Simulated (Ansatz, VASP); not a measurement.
One calculation of Co, two programs

INCAR

```
SYSTEM = Co
ALGO = Normal
EDIFF = 1E-6
ENCUT = 520
GGA = RP
ISIF = 2
ISMEAR = -1
ISPIN = 2
LASPH = .True.
LCHARG = .False.
LMAXMIX = 4
LORBIT = 11
LREAL = .False.
LWAVE = .False.
MAGMOM = -1.79 -1.79
NBANDS = 20
NELM = 150
PREC = Accurate
SIGMA = 0.05
```

KPOINTS

```
k-points
0
Gamma
  12 12 12
  0 0 0
```

Contents of POSCAR:

```
Co
1.0
    0.0000000000      2.4991071252      2.4991071252
    2.4991071252      0.0000000000      2.4991071252
    2.4991071252      2.4991071252      0.0000000000
Co
2
Direct
    0.1250000000      0.1250000000      0.1250000000
    0.8750000000      0.8750000000      0.8750000000
```

Input for Ansatz:

```yaml
crystal:
  lattice:
    - [0.0, 2.4991071252, 2.4991071252]
    - [2.4991071252, 0.0, 2.4991071252]
    - [2.4991071252, 2.4991071252, 0.0]
  atoms:
    - { symbol: Co, position: [0.125, 0.125, 0.125], spin: -1.79 }
    - { symbol: Co, position: [0.875, 0.875, 0.875], spin: -1.79 }
hamiltonian:
  xc: rpbe
  pseudopotentials:
    kind: paw
    azcp:
      Co: "pseudopotentials/Co.paw.azcp"
basis:
  ecutwfc: 420
  fft_grid_basis: typed
kpoints:
  mp_grid: { grid: [12, 12, 12], shift: [0, 0, 0] }
magnetization:
  spin_polarized: true
scf:
  occupations: { method: fermi_dirac, width: 0.05 }
  lower_state_search: "off"
output:
  stress: true
  write_density: true
  write_potential: true
  elf: true
  volumetric_format: npy
```

Alike in both runs: task single point; functional RPBE; k mesh 12 × 12 × 12; occupations fermi-dirac, width 0.05 eV; collinear spin.

```csv
,VASP,Ansatz
version,VASP 6.6.1,Ansatz 0.2.0
potentials or method,"VASP PAW PBE potentials, release 64 (Co), cutoff 520 eV","plane waves (420 eV) with PAW, scalar-relativistic"
valence electrons in the cell,18,34
```

|  | VASP | Ansatz | Ansatz less VASP |
| --- | --- | --- | --- |
| pressure (GPa) | 8.3 | 9.2 | +0.86 |
| net moment per atom (μB) | 1.71 | 1.72 | +0.005 |
| size of the moment on the site where the two differ most (μB) | 1.70 | 1.73 | +0.029 |

VASP's potentials were made for PBE, not for RPBE. Site moments also hang on the region over which each program counts them. VASP's potentials hold 18 valence electrons a cell and Ansatz's 34, so a difference there can come from the potentials and not from the codes.
